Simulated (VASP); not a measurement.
# BaTiO3 (P4mm) in VASP: further runs, part 2 of 2

VASP 6.6.1. Earlier steps stand in the parts before.

## 3. Single point, revPBE+U

This run uses another cell than the first one, of 12.60 Å³/atom, 1.032 times its volume.

Contents of INCAR:

```
SYSTEM = BaTiO3
PREC = Accurate
ENCUT = 520
EDIFF = 1E-6
ISMEAR = 0
SIGMA = 0.01
LREAL = .False.
LASPH = .True.
NELM = 150
ALGO = Normal
ISIF = 2
LWAVE = .False.
LCHARG = .False.
LMAXMIX = 4
LDAU = .True.
LDAUTYPE = 1
LDAUL = -1 2 -1
LDAUU = 0 3.9 0
LDAUJ = 0 0.9 0
LDAUPRINT = 1
GGA = RE
NBANDS = 28
```

Contents of KPOINTS:

```
regular mesh
0
Gamma
  5 5 5
  0 0 0
```

Contents of POSCAR:

```
BaTiO3
1.0
    3.9729548958      0.0000000000      0.0000000000
    0.0000000000      3.9729548958      0.0000000000
    0.0000000000      0.0000000000      3.9910327445
Ba Ti O
1 1 3
Direct
    0.0000000000      0.0000000000      0.0000000000
    0.5000000000      0.5000000000      0.4900000000
    0.5000000000      0.5000000000      0.0190000000
    0.5000000000      0.0000000000      0.5170000000
    0.0000000000      0.5000000000      0.5170000000
```

Potentials or basis: VASP PAW PBE potentials, release 64 (Ba_sv, Ti_sv, O).

Launch:

```
> cat potpaw_PBE.64/Ba_sv/POTCAR potpaw_PBE.64/Ti_sv/POTCAR potpaw_PBE.64/O/POTCAR > POTCAR
> mpirun -np 1 vasp_std > vasp.out
```

Run time: 23 s. Hardware: 1 thread of Intel Xeon Platinum 8559C (Emerald Rapids), shared host; peak memory 0.18 GiB.

It converged, with:

| Item | Value |
| --- | --- |
| Free energy | -36.0280 eV |
| Pressure | 13.8 GPa |
| Largest force | 0.425 eV/Å |
| Band gap on the k mesh | 2.35 eV, indirect (least direct gap 2.48 eV) |

Forces in eV/Å, atoms in the order of the input:
```
Ba   0.000  0.000  0.098
Ti   0.000  0.000  0.425
O    0.000  0.000 -0.284
O    0.000  0.000 -0.119
O    0.000  0.000 -0.119
```

Stress tensor (GPa, compression positive):
```
13.32  0.00  0.00
 0.00 13.32  0.00
 0.00  0.00 14.67
```

Levels at points of the mesh, in eV from the valence-band top:
| k point | band 17 | band 18 | band 19 | band 20 | band 21 | band 22 | band 23 | band 24 |
| --- | --- | --- | --- | --- | --- | --- | --- | --- |
| (0.00, 0.00, 0.00) | -1.01 | -0.15 | -0.12 | -0.12 | 2.35 | 2.55 | 2.55 | 4.27 |

Eigenvalues of the final occupation matrices:
```tsv
site	spin	trace	eigenvalues
site 2 d	1	0.83	0.11 0.11 0.11 0.24 0.25
site 2 d	2	0.83	0.11 0.11 0.11 0.24 0.25
```

Caveat: the PAW data sets were made with another functional, which shifts forces and pressure a little; spin-orbit coupling is left out, which moves the levels of the heavy elements.

## 4. Single point, revPBE+U

This run uses another cell than the first one, of 12.98 Å³/atom, 1.063 times its volume.

Contents of INCAR:

```
SYSTEM = BaTiO3
  PREC = Accurate
  ENCUT = 520
  EDIFF = 1E-6
  ISMEAR = 0
  SIGMA = 0.01
  LREAL = .False.
  LASPH = .True.
  NELM = 150
  ALGO = Normal
  ISIF = 2
  LWAVE = .False.
  LCHARG = .False.
  LMAXMIX = 4
  LDAU = .True.
  LDAUTYPE = 1
  LDAUL = -1 2 -1
  LDAUU = 0 3.9 0
  LDAUJ = 0 0.9 0
  LDAUPRINT = 1
  GGA = RE
  NBANDS = 28
```

KPOINTS is that of step 3.

POSCAR: that of step 3 with these lines changed.

```diff
@@ -2,5 +2,5 @@
 1.0
-    3.9729548958      0.0000000000      0.0000000000
-    0.0000000000      3.9729548958      0.0000000000
-    0.0000000000      0.0000000000      3.9910327445
+    4.0130884697      0.0000000000      0.0000000000
+    0.0000000000      4.0130884697      0.0000000000
+    0.0000000000      0.0000000000      4.0313489353
 Ba Ti O
```

Launch:

```
> cat potpaw_PBE.64/Ba_sv/POTCAR potpaw_PBE.64/Ti_sv/POTCAR potpaw_PBE.64/O/POTCAR > POTCAR
> mpirun -np 1 vasp_std > vasp.out
```

Run time: 23 s. Hardware: 1 thread of Intel Xeon Platinum 8559C (Emerald Rapids), shared host; peak memory 0.18 GiB.

Results (log left out):

```yaml
Free_energy: -36.1593 eV
Pressure: 7.9 GPa
Largest_force: 0.258 eV/Å
Band_gap_on_the_k_mesh: 2.28 eV, indirect (least direct gap 2.43 eV)
```

Forces in eV/Å, atoms in the order of the input:
```
Ba   0.000  0.000  0.068
Ti   0.000  0.000  0.258
O    0.000  0.000 -0.074
O    0.000  0.000 -0.126
O    0.000  0.000 -0.126
```

Stress tensor (GPa, compression positive):
```
7.50 0.00 0.00
0.00 7.50 0.00
0.00 0.00 8.72
```

Levels at points of the mesh, in eV from the valence-band top:
| k point | band 16 | band 17 | band 18 | band 19 | band 20 | band 21 | band 22 | band 23 | band 24 | band 25 |
| --- | --- | --- | --- | --- | --- | --- | --- | --- | --- | --- |
| (0.00, 0.00, 0.00) | -1.05 | -0.97 | -0.18 | -0.15 | -0.15 | 2.28 | 2.46 | 2.46 | 4.06 | 4.15 |

Eigenvalues of the final occupation matrices:
| site | spin | trace | eigenvalues |
| --- | --- | --- | --- |
| site 2 d | 1 | 0.81 | 0.11 0.11 0.11 0.24 0.24 |
| site 2 d | 2 | 0.81 | 0.11 0.11 0.11 0.24 0.24 |

Caveat: the PAW data sets were made with another functional, which shifts forces and pressure a little; spin-orbit coupling is left out, which moves the levels of the heavy elements. A k mesh can miss the band edges.

## 5. Single point, revPBE+U

This run uses another cell than the first one, of 13.37 Å³/atom, 1.095 times its volume.

Contents of INCAR:

```
  ALGO = Normal
  EDIFF = 1E-7
  ENCUT = 520
  GGA = RE
  ISIF = 2
  ISMEAR = 0
  LASPH = T
  LCHARG = F
  LDAU = T
  LDAUJ = 0 0.9 0
  LDAUL = -1 2 -1
  LDAUPRINT = 1
  LDAUTYPE = 1
  LDAUU = 0 3.9 0
  LMAXMIX = 4
  LREAL = F
  LWAVE = F
  NBANDS = 28
  NELM = 150
  PREC = Accurate
  SIGMA = 0.01
```

Contents of KPOINTS:

```
k-points
0
Gamma
  5 5 5
```

POSCAR: that of step 4 with these lines changed.

```diff
@@ -2,5 +2,5 @@
 1.0
-    4.0130884697      0.0000000000      0.0000000000
-    0.0000000000      4.0130884697      0.0000000000
-    0.0000000000      0.0000000000      4.0313489353
+    4.0524349834      0.0000000000      0.0000000000
+    0.0000000000      4.0524349834      0.0000000000
+    0.0000000000      0.0000000000      4.0708744845
 Ba Ti O
```

Launch:

```
> cat potpaw_PBE.64/Ba_sv/POTCAR potpaw_PBE.64/Ti_sv/POTCAR potpaw_PBE.64/O/POTCAR > POTCAR
> mpirun -np 1 vasp_std > vasp.out
```

Run time: 28 s. Hardware: 1 thread of Intel Xeon Platinum 8559C (Emerald Rapids), shared host; peak memory 0.18 GiB.

The run converged. Its results:

```yaml
Free_energy: -36.2251 eV
Pressure: 2.8 GPa
Largest_force: 0.131 eV/Å
Band_gap_on_the_k_mesh: 2.20 eV, indirect (least direct gap 2.38 eV)
```

Forces in eV/Å, atoms in the order of the input:
```
Ba   0.000  0.000  0.041
Ti   0.000  0.000  0.106
O    0.000  0.000  0.116
O    0.000  0.000 -0.131
O    0.000  0.000 -0.131
```

Stress tensor (GPa, compression positive):
```
2.48 0.00 0.00
0.00 2.48 0.00
0.00 0.00 3.57
```

Levels at points of the mesh, in eV from the valence-band top:
```
           k point  band 17  band 18  band 19  band 20  band 21  band 22  band 23  band 24
(0.00, 0.00, 0.00)    -0.93    -0.21    -0.18    -0.18     2.20     2.38     2.38     3.86
```

Eigenvalues of the final occupation matrices:
| site | spin | trace | eigenvalues |
| --- | --- | --- | --- |
| site 2 d | 1 | 0.79 | 0.10 0.11 0.11 0.23 0.24 |
| site 2 d | 2 | 0.79 | 0.10 0.11 0.11 0.23 0.24 |

Caveat: the PAW data sets were made with another functional, which shifts forces and pressure a little; spin-orbit coupling is left out, which moves the levels of the heavy elements.

## 6. Single point, revPBE+U

This run uses another cell than the first one, of 13.76 Å³/atom, 1.126 times its volume.

Contents of INCAR:

```
SYSTEM = BaTiO3
PREC = Accurate
ENCUT = 520
EDIFF = 1E-6
ISMEAR = 0
SIGMA = 0.01
LREAL = .FALSE.
LASPH = .TRUE.
NELM = 150
ALGO = Normal
ISIF = 2
LWAVE = .FALSE.
LCHARG = .FALSE.
LMAXMIX = 4
LDAU = .TRUE.
LDAUTYPE = 1
LDAUL = -1 2 -1
LDAUU = 0 3.9 0
LDAUJ = 0 0.9 0
LDAUPRINT = 1
GGA = RE
NBANDS = 28
```

Contents of KPOINTS:

```
regular mesh
0
G
  5 5 5
  0 0 0
```

POSCAR: that of step 5 with these lines changed.

```diff
@@ -2,5 +2,5 @@
 1.0
-    4.0524349834      0.0000000000      0.0000000000
-    0.0000000000      4.0524349834      0.0000000000
-    0.0000000000      0.0000000000      4.0708744845
+    4.0910319253      0.0000000000      0.0000000000
+    0.0000000000      4.0910319253      0.0000000000
+    0.0000000000      0.0000000000      4.1096470513
 Ba Ti O
```

Potentials or basis: VASP PAW PBE potentials, release 64 (Ba_sv, Ti_sv, O).

Launch:

```
> cat potpaw_PBE.64/Ba_sv/POTCAR potpaw_PBE.64/Ti_sv/POTCAR potpaw_PBE.64/O/POTCAR > POTCAR
> mpirun -np 1 vasp_std > vasp.out
```

It took 28 s on 1 thread of Intel Xeon Platinum 8559C (Emerald Rapids), shared host; peak memory 0.19 GiB.

It converged, with:

| Item | Value |
| --- | --- |
| Free energy | -36.2349 eV |
| Pressure | -1.4 GPa |
| Largest force | 0.288 eV/Å |
| Band gap on the k mesh | 2.13 eV, indirect (least direct gap 2.33 eV) |

Forces on the atoms (eV/Å):
```
Ba   0.000  0.000  0.017
Ti   0.000  0.000 -0.035
O    0.000  0.000  0.288
O    0.000  0.000 -0.135
O    0.000  0.000 -0.135
```

Stress tensor (GPa, compression positive):
```
-1.75  0.00  0.00
 0.00 -1.75  0.00
 0.00  0.00 -0.78
```

Levels at points of the mesh, in eV from the valence-band top:
```
           k point  band 18  band 19  band 20  band 21  band 22  band 23
(0.00, 0.00, 0.00)    -0.23    -0.20    -0.20     2.13     2.30     2.30
```

Eigenvalues of the final occupation matrices:
| site | spin | trace | eigenvalues |
| --- | --- | --- | --- |
| site 2 d | 1 | 0.78 | 0.10 0.11 0.11 0.23 0.23 |
| site 2 d | 2 | 0.78 | 0.10 0.11 0.11 0.23 0.23 |

Caveat: the PAW data sets were made with another functional, which shifts forces and pressure a little; spin-orbit coupling is left out, which moves the levels of the heavy elements. A k mesh can miss the band edges.

## 7. Overview

| cell | gap on the mesh (eV) | pressure (GPa) | largest force (eV/Å) |
| --- | --- | --- | --- |
| a = 3.932, b = 3.932, c = 3.950 Å, 5 atoms | 2.43 | 20.6 | 0.60 |
| a = 3.973, b = 3.973, c = 3.991 Å, 5 atoms | 2.35 | 13.8 | 0.42 |
| a = 4.013, b = 4.013, c = 4.031 Å, 5 atoms | 2.28 | 7.9 | 0.26 |
| a = 4.052, b = 4.052, c = 4.071 Å, 5 atoms | 2.20 | 2.8 | 0.13 |
| a = 4.091, b = 4.091, c = 4.110 Å, 5 atoms | 2.13 | -1.4 | 0.29 |

Alike in all rows: task single point; level revPBE+U; potentials or basis VASP PAW PBE potentials, release 64 (Ba_sv, Ti_sv, O); no spin polarisation; Ti d U = 3.9 eV, J = 0.9 eV; k mesh 5 × 5 × 5; cutoff (eV) 520; smearing gaussian 0.01 eV.

Caveats: the PAW data sets were made with another functional, which shifts forces and pressure a little; spin-orbit coupling is left out, which moves the levels of the heavy elements.

Total energies depend on the potentials used, so only differences within one code and one set of settings carry meaning.
